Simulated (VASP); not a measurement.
# BaS in VASP: single point with PBE

Aim: the single point of BaS with PBE.

All numbers are computed with VASP 6.6.1; they aren't measurements. Logs are shortened: lines on timing, memory, paths and dates and some standing lists are left out, and cuts for length are marked.

## 1. The cell of the first run

The typed cell holds 2 atoms: a = 4.545 Å, b = 4.545 Å, c = 4.545 Å, α = 60.01°, β = 60.00°, γ = 60.01°.

## 2. Single point, PBE, non-collinear spin, zero start, spin-orbit coupling

Contents of INCAR:

```
PREC = Accurate
ENCUT = 520
EDIFF = 1E-6
ISMEAR = -1
SIGMA = 0.1
LREAL = F
LASPH = T
NELM = 150
ALGO = Normal
ISIF = 2
LWAVE = F
LCHARG = T
MAGMOM = 0 0 0 0 0 0
LORBIT = 11
LSORBIT = T
GGA_COMPAT = F
LORBMOM = T
GGA = PE
LVHAR = T
NBANDS = 28
```

Contents of KPOINTS:

```
Automatic mesh
0
Gamma
  5 5 5
  0.5 0.5 0
```

Contents of POSCAR:

```
BaS
1.0
    0.0000341056      3.2138302705      3.2131031134
    3.2138549278     -0.0005037824      3.2136557857
    3.2138333806      3.2143339336     -0.0004928310
Ba S
1 1
Direct
    0.9909468664      0.0030548162      1.0049586040
    0.4909861336      0.5030031838      0.5050413960
```

Potentials or basis: VASP PAW PBE potentials, release 64 (Ba_sv, S).

Started as:

```console
$ cat potpaw_PBE.64/Ba_sv/POTCAR potpaw_PBE.64/S/POTCAR > POTCAR
$ mpirun -np 1 vasp_ncl > vasp.out
```

OUTCAR:

```text
PREC = Accurate
   ENCUT = 520
   EDIFF = 1E-6
   ISMEAR = -1
   LREAL = F
   LASPH = T
   NELM = 150
   ISIF = 2
   LORBIT = 11
   LSORBIT = T
   GGA = PE

 ion  position               nearest neighbor table
   1  0.991  0.003  0.005-   2 3.21   2 3.21   2 3.21   2 3.21   2 3.21   2 3.21
   2  0.491  0.503  0.505-   1 3.21   1 3.21   1 3.21   1 3.21   1 3.21   1 3.21

  LATTYP: Found a base centered monoclinic cell.
 ALAT       =    14.3761414675
 B/A-ratio  =     0.4471056589
 C/A-ratio  =     0.3162169674
 COS(beta)  =    -0.9487205516

  Lattice vectors:

 A1 = (   3.2138423694,  -6.4291717689,   3.2147012890)
 A2 = (  -3.2138118334,  -6.4291716496,   3.2146414477)
 A3 = (  -0.0000215472,   3.2148377160,  -3.2141486167)

Analysis of symmetry for initial positions (statically):
=====================================================================
 Subroutine PRICEL returns:
 Original cell was already a primitive cell.

 Routine SETGRP: Setting up the symmetry group for a
 base centered monoclinic supercell.

 Subroutine GETGRP returns: Found  1 space group operations
 (whereof  1 operations were pure point group operations)
 out of a pool of  4 trial point group operations.

The static configuration has the point symmetry C_1 .

Analysis of symmetry for dynamics (positions and initial velocities):
=====================================================================
 Subroutine PRICEL returns:
 Original cell was already a primitive cell.

 Routine SETGRP: Setting up the symmetry group for a
 base centered monoclinic supercell.

 Subroutine GETGRP returns: Found  1 space group operations
 (whereof  1 operations were pure point group operations)
 out of a pool of  4 trial point group operations.

The dynamic configuration has the point symmetry C_1 .

Analysis of structural, dynamic, and magnetic symmetry:
=====================================================================
 Subroutine PRICEL returns:
 Original cell was already a primitive cell.

 Routine SETGRP: Setting up the symmetry group for a
 base centered monoclinic supercell.

 Subroutine GETGRP returns: Found  1 space group operations
 (whereof  1 operations were pure point group operations)
 out of a pool of  4 trial point group operations.

The overall configuration has the point symmetry C_1 .

 Subroutine INISYM returns: Found  1 space group operations
 (whereof  1 operations are pure point group operations),
 and found     1 'primitive' translations

----------------------------------------------------------------------------------------

                                     Primitive cell

  volume of cell :      66.3955

  direct lattice vectors                    reciprocal lattice vectors
     0.000034106  3.213830270  3.213103113    -0.155579199  0.155578831  0.155613229
     3.213854928 -0.000503782  3.213655786     0.155576302 -0.155528224  0.155561770
     3.213833381  3.214333934 -0.000492831     0.155579205  0.155527616 -0.155564464

  length of vectors
     4.544528207  4.544936442  4.545400739     0.269490513  0.269429914  0.269432794

  position of ions in fractional coordinates (direct lattice)
     0.990946866  0.003054816  0.004958604
     0.490986134  0.503003184  0.505041396

  ion indices of the primitive-cell ions
   primitive index   ion index
                 1           1
                 2           2

----------------------------------------------------------------------------------------

 KPOINTS: Automatic mesh

Automatic generation of k-mesh.
 Grid dimensions read from file:
 generate k-points for:    5    5    5

 Generating k-lattice:

  Cartesian coordinates                     Fractional coordinates (reciprocal lattice)
    -0.031115840  0.031115766  0.031122646     0.200000000 -0.000000000 -0.000000000
[... 98 lines left out ...]
 number of electron      16.0000000 magnetization       0.0000003      0.0000001     -0.0000003

 number of electron      16.0000000 magnetization      -0.0000000      0.0000000     -0.0000000

 Free energy of the ion-electron system (eV)
  ---------------------------------------------------
  ext. energy  EPLUGINS =         0.00000000
  ---------------------------------------------------
  free energy    TOTEN  =       -10.38795501 eV

  energy without entropy =      -10.38795205  energy(sigma->0) =      -10.38795353

 E-fermi :   2.5270     XC(G=0):  -8.5493

 val. band max:        1.3523927591   @ k =  -0.1000  -0.1000   0.0000
 cond. band min:       3.4920077306   @ k =   0.5000   0.5000   0.0000
 fundamental gap:      2.1396149716
 Fermi energy:         2.5269506344

 k-point     1 :       0.1000    0.1000   -0.0000
  band No.  band energies     occupation
      1     -24.7749      1.00000
      2     -24.7749      1.00000
      3     -11.2203      1.00000
      4     -11.2202      1.00000
      5      -9.4979      1.00000
      6      -9.4975      1.00000
[... 733 lines left out ...]
     27       9.9466      0.00000
     28       9.9466      0.00000

 [... further k-points ...]

------------------------ aborting loop because EDIFF is reached ----------------------------------------

  FORCE on cell =-STRESS in cart. coord.  units (eV):
  Direction    XX          YY          ZZ          XY          YZ          ZX
  --------------------------------------------------------------------------------------
  -------------------------------------------------------------------------------------
  Total        0.2293780      0.2241822      0.2275694     -0.0000164      0.0024854     -0.0001517
  in kB        5.5350751      5.4096974      5.4914329     -0.0003951      0.0599745     -0.0036608
  external PRESSURE =       5.4787351 kB  Pullay stress =       0.0000000 kB

 VOLUME and BASIS-vectors are now :
 -----------------------------------------------------------------------------
  energy-cutoff  :      520.00
  volume of cell :       66.40
      direct lattice vectors                 reciprocal lattice vectors
     0.000034106  3.213830270  3.213103113    -0.155579199  0.155578831  0.155613229
     3.213854928 -0.000503782  3.213655786     0.155576302 -0.155528224  0.155561770
     3.213833381  3.214333934 -0.000492831     0.155579205  0.155527616 -0.155564464

 POSITION                                       TOTAL-FORCE (eV/Angst)
 -----------------------------------------------------------------------------------
      0.02579      3.20067      3.19383         0.000183      0.000723     -0.000086
      3.23971      3.20106      3.19382        -0.000183     -0.000723      0.000086
 -----------------------------------------------------------------------------------
    total drift:                               -0.000029     -0.000027     -0.000033

  FREE ENERGIE OF THE ION-ELECTRON SYSTEM (eV)
  ---------------------------------------------------
  free  energy   TOTEN  =       -10.3879550067 eV

  energy  without entropy=      -10.3879520541  energy(sigma->0) =      -10.38795353

 orbital moment (x)

 # of ion     p       d       tot
 ----------------------------------------
  1        -0.000   0.000  -0.000
  2        -0.000   0.000  -0.000
 ----------------------------------------
           -0.000   0.000  -0.000

 orbital moment (y)

 # of ion     p       d       tot
 ----------------------------------------
  1         0.000   0.000   0.000
  2         0.000   0.000   0.000
 ----------------------------------------
            0.000   0.000   0.000

 orbital moment (z)

 # of ion     p       d       tot
 ----------------------------------------
  1         0.000   0.000   0.000
  2         0.000   0.000   0.000
 ----------------------------------------
            0.000   0.000   0.000

 Spin-Orbit-Coupling matrix elements

 Ion:    1  E_soc:     -0.3888235
 l=   1
     0.0000000    -0.0646055    -0.0646019
    -0.0646055     0.0000000    -0.0646055
    -0.0646019    -0.0646055     0.0000000
 l=   2
     0.0000000    -0.0000133     0.0000000    -0.0000133    -0.0001855
    -0.0000133     0.0000000    -0.0001400    -0.0000134    -0.0000467
     0.0000000    -0.0001400     0.0000000    -0.0001400     0.0000000
    -0.0000133    -0.0000134    -0.0001400     0.0000000    -0.0000467
    -0.0001855    -0.0000467     0.0000000    -0.0000467     0.0000000
 l=   3
     0.0000000     0.0000000     0.0000000     0.0000000     0.0000000     0.0000000     0.0000000
     0.0000000     0.0000000     0.0000000     0.0000000     0.0000000     0.0000000     0.0000000
     0.0000000     0.0000000     0.0000000     0.0000000     0.0000000     0.0000000     0.0000000
     0.0000000     0.0000000     0.0000000     0.0000000     0.0000000     0.0000000     0.0000000
     0.0000000     0.0000000     0.0000000     0.0000000     0.0000000     0.0000000     0.0000000
     0.0000000     0.0000000     0.0000000     0.0000000     0.0000000     0.0000000     0.0000000
     0.0000000     0.0000000     0.0000000     0.0000000     0.0000000     0.0000000     0.0000000

 Ion:    2  E_soc:     -0.0023809
 l=   1
     0.0000000    -0.0003973    -0.0003958
    -0.0003973     0.0000000    -0.0003974
    -0.0003958    -0.0003974     0.0000000
 l=   2
     0.0000000     0.0000000     0.0000000     0.0000000     0.0000000
     0.0000000     0.0000000     0.0000000     0.0000000     0.0000000
     0.0000000     0.0000000     0.0000000     0.0000000     0.0000000
     0.0000000     0.0000000     0.0000000     0.0000000     0.0000000
     0.0000000     0.0000000     0.0000000     0.0000000     0.0000000
 l=   3
     0.0000000     0.0000000     0.0000000     0.0000000     0.0000000     0.0000000     0.0000000
     0.0000000     0.0000000     0.0000000     0.0000000     0.0000000     0.0000000     0.0000000
     0.0000000     0.0000000     0.0000000     0.0000000     0.0000000     0.0000000     0.0000000
     0.0000000     0.0000000     0.0000000     0.0000000     0.0000000     0.0000000     0.0000000
     0.0000000     0.0000000     0.0000000     0.0000000     0.0000000     0.0000000     0.0000000
     0.0000000     0.0000000     0.0000000     0.0000000     0.0000000     0.0000000     0.0000000
     0.0000000     0.0000000     0.0000000     0.0000000     0.0000000     0.0000000     0.0000000

 total charge

# of ion       s       p       d       tot
------------------------------------------
    1        2.010   5.617   0.268   7.895
    2        1.321   2.423   0.000   3.744
--------------------------------------------------
tot          3.330   8.040   0.268  11.639

 magnetization (x)

# of ion       s       p       d       tot
------------------------------------------
    1        0.000   0.000   0.000   0.000
    2       -0.000  -0.000   0.000  -0.000
--------------------------------------------------
tot          0.000  -0.000   0.000  -0.000

 magnetization (y)

# of ion       s       p       d       tot
------------------------------------------
    1        0.000   0.000  -0.000  -0.000
    2        0.000   0.000   0.000   0.000
--------------------------------------------------
tot          0.000   0.000  -0.000   0.000

 magnetization (z)

# of ion       s       p       d       tot
------------------------------------------
    1       -0.000  -0.000  -0.000  -0.000
    2        0.000   0.000   0.000   0.000
--------------------------------------------------
tot          0.000   0.000  -0.000   0.000
```

Run time: 3.5 min. Hardware: 1 thread of Intel Xeon 6975P-C (Granite Rapids), shared host; peak memory 0.6 GiB.

Results:

```yaml
Free_energy: -10.3880 eV
Pressure: 0.5 GPa
Net_moment: 0.00 μB per cell
Valence_electrons_inside_the_program's_atomic_spheres: Ba 7.89; S 3.74
```

Moments on the atoms (μB; x, y, z):
```
Ba  0.00 0.00 0.00
S   0.00 0.00 0.00
```
